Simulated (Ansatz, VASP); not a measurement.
**SrCl2 in VASP and in Ansatz**

INCAR

```
SYSTEM = SrCl2
  PREC = Accurate
  ENCUT = 520
  EDIFF = 1E-6
  ISMEAR = -1
  SIGMA = 0.02
  LREAL = .FALSE.
  LASPH = .TRUE.
  NELM = 60
  ALGO = Normal
  ISIF = 2
  LWAVE = .FALSE.
  LCHARG = .FALSE.
  GGA = PE
  NBANDS = 19
```

File KPOINTS:

```
Automatic mesh
0
G
  6 6 6
  0 0 0
```

The input POSCAR:

```
SrCl2
1.0
   -0.0933239162      3.4677028664      3.4677028664
    3.4677028664     -0.0933239162      3.4677028664
    3.4677028664      3.4677028664     -0.0933239162
Sr Cl
1 2
Direct
    0.0000000000      0.0000000000      0.0000000000
    0.2525357488      0.2525357488      0.2525357488
    0.7474642512      0.7474642512      0.7474642512
```

Input for Ansatz:

```yaml
crystal:
  lattice:
    - [-0.0933239162, 3.4677028664, 3.4677028664]
    - [3.4677028664, -0.0933239162, 3.4677028664]
    - [3.4677028664, 3.4677028664, -0.0933239162]
  atoms:
    - { symbol: Sr, position: [0.0, 0.0, 0.0] }
    - { symbol: Cl, position: [0.2525357488, 0.2525357488, 0.2525357488] }
    - { symbol: Cl, position: [0.7474642512, 0.7474642512, 0.7474642512] }
kpoints:
  mp_grid: { grid: [6, 6, 6] }
  band_path:
    path:
      - [0.0, 0.0, 0.0]
      - [0.5, 0.0, 0.5]
      - [0.625, 0.25, 0.625]
      - [0.375, 0.375, 0.75]
      - [0.5, 0.5, 0.5]
      - [0.5, 0.25, 0.75]
      - [0.0, 0.5, 0.5]
    npoints: 1
hamiltonian:
  xc: pbe
scf:
  occupations: { method: fermi_dirac, width: 0.02 }
  n_extra_bands: 4
output:
  forces: true
  stress: true
  eigenvalues: true
```

Change from the starting cell: epitaxial_111 strain +1.8%.

Alike in both runs: task single point; functional PBE; k mesh 6 × 6 × 6; occupations fermi-dirac, width 0.02 eV; no spin polarisation.

|  | VASP | Ansatz |
| --- | --- | --- |
| version | VASP 6.6.1 | Ansatz 0.2.0 |
| potentials or method | VASP PAW PBE potentials, release 64 (Sr_sv, Cl) | plane waves, PAW |
| plane-wave cutoff (eV) | 520 | 420 |
| valence electrons in the cell | 24 | 24 |

|  | VASP | Ansatz | Ansatz less VASP |
| --- | --- | --- | --- |
| gap on the k mesh at the Fermi level (eV) | 5.25 | 5.26 | +0.005 |
| pressure (GPa) | 0.3 | 0.2 | -0.08 |
| traceless stress, the component that is largest in VASP (GPa) | 0.23 | 0.23 | -0.006 |
| rms of the force components (eV/Å) | 0.003 | 0.005 | +0.0016 |

Atom by atom the forces differ by 0.002 eV/Å (rms over components).
